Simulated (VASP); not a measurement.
# B2As in VASP: single point with PBEsol

Aim: the single point of B2As with PBEsol.

All numbers are computed with VASP 6.6.1; they aren't measurements. Logs are shortened: lines on timing, memory, paths and dates and some standing lists are left out, and cuts for length are marked.

## (1) The cell of the first run

The cell holds a slab with vacuum, 3 atoms: a = 3.371 Å, b = 3.371 Å, c = 17.384 Å, α = 90.00°, β = 90.00°, γ = 90.00°.

## (2) Single point, PBEsol (atoms taken out)

INCAR reads:

```
  ALGO = Normal
  DIPOL = 0.5 0.5 0.500
  EDIFF = 1E-7
  ENCUT = 520
  GGA = PS
  IDIPOL = 3
  ISIF = 2
  ISMEAR = 0
  LASPH = T
  LCHARG = F
  LDIPOL = T
  LREAL = F
  LWAVE = F
  NBANDS = 12
  NELM = 100
  PREC = Accurate
  SIGMA = 0.05
```

KPOINTS reads:

```
k-points
0
Gamma
  8 8 1
```

POSCAR reads:

```
B2As
1.0
    3.3713973180      0.0000000000      0.0000000000
    0.0000000000      3.3713973180      0.0000000000
    0.0000000000      0.0000000000     17.3839379056
B As
2 1
Direct
    0.5000000000      0.5000000000      0.4314327422
    0.0000000000      0.0000000000      0.5685672578
    0.5000000000      0.0000000000      0.5000000000
```

Potentials or basis: VASP PAW PBE potentials, release 64 (B, As).

Launch:

```
$ cat potpaw_PBE.64/B/POTCAR potpaw_PBE.64/As/POTCAR > POTCAR
$ mpirun -np 1 vasp_std > vasp.out
```

OUTCAR:

```text
EDIFF = 1E-7
   ENCUT = 520
   GGA = PS
   ISIF = 2
   ISMEAR = 0
   LASPH = T
   LREAL = F
   NELM = 100
   PREC = Accurate

 ion  position               nearest neighbor table
   1  0.500  0.500  0.431-   3 2.06   3 2.06
   2  0.000  0.000  0.569-   3 2.06   3 2.06
   3  0.500  0.000  0.500-   1 2.06   2 2.06   1 2.06   2 2.06

  LATTYP: Found a simple tetragonal cell.
 ALAT       =     3.3713973180
 C/A-ratio  =     5.1563005680

  Lattice vectors:

 A1 = (   3.3713973180,   0.0000000000,   0.0000000000)
 A2 = (   0.0000000000,   3.3713973180,   0.0000000000)
 A3 = (   0.0000000000,   0.0000000000,  17.3839379056)

Analysis of symmetry for initial positions (statically):
=====================================================================
 Subroutine PRICEL returns:
 Original cell was already a primitive cell.

 Routine SETGRP: Setting up the symmetry group for a
 simple tetragonal supercell.

 Subroutine GETGRP returns: Found  8 space group operations
 (whereof  4 operations were pure point group operations)
 out of a pool of 16 trial point group operations.

The static configuration has the point symmetry C_2v.
 The point group associated with its full space group is D_2d.

Analysis of symmetry for dynamics (positions and initial velocities):
=====================================================================
 Subroutine PRICEL returns:
 Original cell was already a primitive cell.

 Routine SETGRP: Setting up the symmetry group for a
 simple tetragonal supercell.

 Subroutine GETGRP returns: Found  8 space group operations
 (whereof  4 operations were pure point group operations)
 out of a pool of 16 trial point group operations.

The dynamic configuration has the point symmetry C_2v.
 The point group associated with its full space group is D_2d.

 Subroutine INISYM returns: Found  8 space group operations
 (whereof  4 operations are pure point group operations),
 and found     1 'primitive' translations

----------------------------------------------------------------------------------------

                                     Primitive cell

  volume of cell :     197.5914

  direct lattice vectors                    reciprocal lattice vectors
     3.371397318  0.000000000  0.000000000     0.296612919  0.000000000  0.000000000
     0.000000000  3.371397318  0.000000000     0.000000000  0.296612919  0.000000000
     0.000000000  0.000000000 17.383937906     0.000000000  0.000000000  0.057524366

  length of vectors
     3.371397318  3.371397318 17.383937906     0.296612919  0.296612919  0.057524366

  position of ions in fractional coordinates (direct lattice)
     0.500000000  0.500000000  0.431432742
     0.000000000  0.000000000  0.568567258
     0.500000000  0.000000000  0.500000000

  ion indices of the primitive-cell ions
   primitive index   ion index
                 1           1
                 2           2
                 3           3

----------------------------------------------------------------------------------------

 KPOINTS: k-points

Automatic generation of k-mesh.
 Grid dimensions read from file:
 generate k-points for:    8    8    1

 Generating k-lattice:

  Cartesian coordinates                     Fractional coordinates (reciprocal lattice)
     0.037076615  0.000000000  0.000000000     0.125000000  0.000000000  0.000000000
     0.000000000  0.037076615  0.000000000     0.000000000  0.125000000  0.000000000
     0.000000000  0.000000000  0.057524366     0.000000000  0.000000000  1.000000000

  Length of vectors
     0.037076615  0.037076615  0.057524366

  Shift w.r.t. Gamma in fractional coordinates (k-lattice)
     0.000000000  0.000000000  0.000000000

 Subroutine IBZKPT returns following result:
 ===========================================

 Found     15 irreducible k-points:

 Following reciprocal coordinates:
            Coordinates               Weight
  0.000000  0.000000  0.000000      1.000000
  0.125000  0.000000  0.000000      4.000000
  0.250000  0.000000  0.000000      4.000000
  0.375000  0.000000  0.000000      4.000000
  0.500000  0.000000  0.000000      2.000000
  0.125000  0.125000  0.000000      4.000000
  0.250000  0.125000  0.000000      8.000000
  0.375000  0.125000  0.000000      8.000000
  0.500000  0.125000  0.000000      4.000000
  0.250000  0.250000  0.000000      4.000000
  0.375000  0.250000  0.000000      8.000000
  0.500000  0.250000  0.000000      4.000000
  0.375000  0.375000  0.000000      4.000000
  0.500000  0.375000  0.000000      4.000000
  0.500000  0.500000  0.000000      1.000000
   k-points           NKPTS =     15   k-points in BZ     NKDIM =     15   number of bands    NBANDS=     12
   number of dos      NEDOS =    301   number of ions     NIONS =      3
   total plane-waves  NPLWV = 109760
   dimension x,y,z NGX =    28 NGY =   28 NGZ =  140
   dimension x,y,z NGXF=    56 NGYF=   56 NGZF=  280
   ions per type =               2   1
   NGX,Y,Z   is equivalent  to a cutoff of  13.81, 13.81, 13.39 a.u.
   NGXF,Y,Z  is equivalent  to a cutoff of  27.61, 27.61, 26.78 a.u.
 SYSTEM =  unknown system
   PREC   = accura    normal or accurate (medium, high low for compatibility)
   ISTART =      0    job   : 0-new  1-cont  2-samecut
   ICHARG =      2    charge: 1-file 2-atom 10-const
   ISPIN  =      1    spin polarized calculation?
   LNONCOLLINEAR =      F non collinear calculations
   LSORBIT =      F    spin-orbit coupling
   LASPH  =      T    aspherical Exc in radial PAW
   ENCUT  =  520.0 eV  38.22 Ry    6.18 a.u.   6.27  6.27 32.32*2*pi/ulx,y,z
   NELM   =    100;   NELMIN=  2; NELMDL= -5     # of ELM steps
   EDIFF  = 0.1E-06   stopping-criterion for ELM
   LREAL  =      F    real-space projection
   EDIFFG = 0.1E-05   stopping-criterion for IOM
   NSW    =      0    number of steps for IOM
   IBRION =     -1    ionic relax: 0-MD 1-quasi-New 2-CG
   NFREE  =      0    steps in history (QN), initial steepest desc. (CG)
   ISIF   =      2    stress and relaxation
   ISYM   =      2    0-nonsym 1-usesym 2-fastsym
   POTIM  = 0.5000    time-step for ionic-motion
   TEBEG  =    0.0;   TEEND  =   0.0 temperature during run
   PSTRESS=    0.0 pullay stress
   NELECT =      11.0000    total number of electrons
   NUPDOWN=      -1.0000    fix difference up-down
   EMIN   =  10.00;   EMAX   =-10.00  energy-range for DOS
   EFERMI =   0.00;   METHOD = LEGACY
   ISMEAR =     0;   SIGMA  =   0.05  broadening in eV -4-tet -1-fermi 0-gaus
   EFERMI_NEDOS =   21; number of points for ismear=-14 and -15
   IALGO  =     38    algorithm
   IMIX   =      4    mixing-type and parameters
     AMIX     =   0.40;   BMIX     =  1.00
     AMIX_MAG =   1.60;   BMIX_MAG =  1.00
  volume/ion in A,a.u.               =      65.86       444.47
  Fermi-wavevector in a.u.,A,eV,Ry     =   0.625100  1.181268  5.316482  0.390750
  Thomas-Fermi vector in A             =   1.685888
   LORBIT       =      0    0 simple, 1 ext, 2 COOP (PROOUT), +10 PAW based schemes
   GGA     = PS    functional components
   LHFCALC =     F    Hartree Fock is set to
   AEXX    =    0.0000 exact exchange contribution
   IVDW    =     0    specifies the selected vdW correction
   LEPSILON=     F    determine dielectric tensor
   LRPA    =     F    only Hartree local field effects (RPA)
 non-spin polarized calculation
 Gauss-broadening in eV      SIGMA  =   0.05
  energy-cutoff  :      520.00
  volume of cell :      197.59
 maximum number of plane-waves:      5356
 NGX is ok and might be reduce to    28
   NGX = 13   NGY = 13   NGZ = 65

 number of electron      11.0000001 magnetization

 dipolmoment           0.000000      0.000000     -0.000000 electrons x Angstroem

 Free energy of the ion-electron system (eV)
  ---------------------------------------------------
  ext. energy  EPLUGINS =         0.00000000
  ---------------------------------------------------
  free energy    TOTEN  =       -12.69910492 eV

  energy without entropy =      -12.69081712  energy(sigma->0) =      -12.69496102

 E-fermi :  -3.4517     XC(G=0):  -3.1348

 val. band max:       -3.4718087273   @ k =   0.3750   0.2500   0.0000
 cond. band min:      -3.4501479247   @ k =   0.2500   0.2500   0.0000
 fundamental gap:      0.0216608026
 Fermi energy:        -3.4517111424

 k-point     1 :       0.0000    0.0000    0.0000
  band No.  band energies     occupation
      1     -17.2493      2.00000
      2     -10.6452      2.00000
      3      -5.8710      2.00000
      4      -5.8710      2.00000
      5      -5.2577      2.00000
      6      -2.8949      0.00000
      7      -0.9204      0.00000
      8      -0.9204      0.00000
      9      -0.2610      0.00000
     10      -0.2309      0.00000
     11       1.9059      0.00000
     12       2.2761      0.00000

 k-point     2 :       0.1250    0.0000    0.0000
  band No.  band energies     occupation
      1     -17.1062      2.00000
      2     -10.5639      2.00000
      3      -7.0177      2.00000
      4      -5.7732      2.00000
      5      -5.0225      2.00000
      6      -2.7898      0.00000
      7      -1.5263      0.00000
      8      -0.8722      0.00000
      9      -0.0630      0.00000
     10       0.9588      0.00000
     11       2.1169      0.00000
     12       2.4169      0.00000
[... 166 lines left out ...]
 k-point    14 :       0.5000    0.3750    0.0000
  band No.  band energies     occupation
      1     -14.7803      2.00000
      2     -10.7763      2.00000
      3     -10.0408      2.00000
      4      -7.5412      2.00000
      5      -4.6806      2.00000
      6      -3.8715      2.00000
      7      -3.3333      0.00081
      8      -2.0678      0.00000
      9       1.1050      0.00000
     10       2.0793      0.00000
     11       2.6916      0.00000
     12       5.4037      0.00000

 k-point    15 :       0.5000    0.5000    0.0000
  band No.  band energies     occupation
      1     -14.4649      2.00000
      2     -10.6012      2.00000
      3     -10.6012      2.00000
      4      -7.4523      2.00000
      5      -4.9573      2.00000
      6      -3.5141      1.92258
      7      -3.5141      1.92258
      8      -2.4842      0.00000
      9       1.6274      0.00000
     10       1.8508      0.00000
     11       1.8508      0.00000
     12       5.4311      0.00000

------------------------ aborting loop because EDIFF is reached ----------------------------------------

 vacuum level on the upper side and lower side of the slab       (xc-potential included)        -0.058        -0.058

  FORCE on cell =-STRESS in cart. coord.  units (eV):
  Direction    XX          YY          ZZ          XY          YZ          ZX
  --------------------------------------------------------------------------------------
  -------------------------------------------------------------------------------------
  Total       -1.5520554     -1.5520554     -2.0323809      0.0000000      0.0000000      0.0000000
  in kB      -12.5849001    -12.5849001    -16.4796371      0.0000000      0.0000000      0.0000000
  external PRESSURE =     -13.8831457 kB  Pullay stress =       0.0000000 kB

 VOLUME and BASIS-vectors are now :
 -----------------------------------------------------------------------------
  energy-cutoff  :      520.00
  volume of cell :      197.59
      direct lattice vectors                 reciprocal lattice vectors
     3.371397318  0.000000000  0.000000000     0.296612919  0.000000000  0.000000000
     0.000000000  3.371397318  0.000000000     0.000000000  0.296612919  0.000000000
     0.000000000  0.000000000 17.383937906     0.000000000  0.000000000  0.057524366

 POSITION                                       TOTAL-FORCE (eV/Angst)
 -----------------------------------------------------------------------------------
      1.68570      1.68570      7.50000         0.000000      0.000000      0.849424
      0.00000      0.00000      9.88394         0.000000      0.000000     -0.849424
      1.68570      0.00000      8.69197         0.000000      0.000000      0.000000
 -----------------------------------------------------------------------------------
    total drift:                                0.000000      0.000000      0.000000

  FREE ENERGIE OF THE ION-ELECTRON SYSTEM (eV)
  ---------------------------------------------------
  free  energy   TOTEN  =       -12.6991049185 eV

  energy  without entropy=      -12.6908171192  energy(sigma->0) =      -12.69496102

 vacuum level on the upper side and lower side of the slab         2.130         2.130
```

It took 29 s on 1 thread of Intel Xeon 6975P-C (Granite Rapids), shared host; peak memory 0.31 GiB.

Results:

```
Free energy            : -12.6991 eV
Largest force          : 0.849 eV/Å
Band gap on the k mesh : zero (an odd number of electrons rules out a gap without spin polarisation)
```

Forces on the atoms (eV/Å):
```
B    0.000  0.000  0.849
B    0.000  0.000 -0.849
As   0.000  0.000  0.000
```

Levels at points of the mesh, in eV from the Fermi level:
```tsv
k point	band 3	band 4	band 5	band 6	band 7	band 8
(0.00, 0.00, 0.00)	-2.42	-2.42	-1.81	0.56	2.53	2.53
(0.50, 0.00, 0.00)	-5.47	-1.96	-1.64	0.39	0.94	2.80
(0.50, 0.50, 0.00)	-7.15	-4.00	-1.51	-0.06	-0.06	0.97
```

Caveat: the cell differs from its parent crystal (atoms taken out); the PAW data sets were made with another functional, which shifts forces and pressure a little; an odd number of electrons without spin polarisation forces a metal; a magnetic or distorted state may lie lower.

The gap in the log of VASP goes by the Fermi energy; the results here count the filled bands.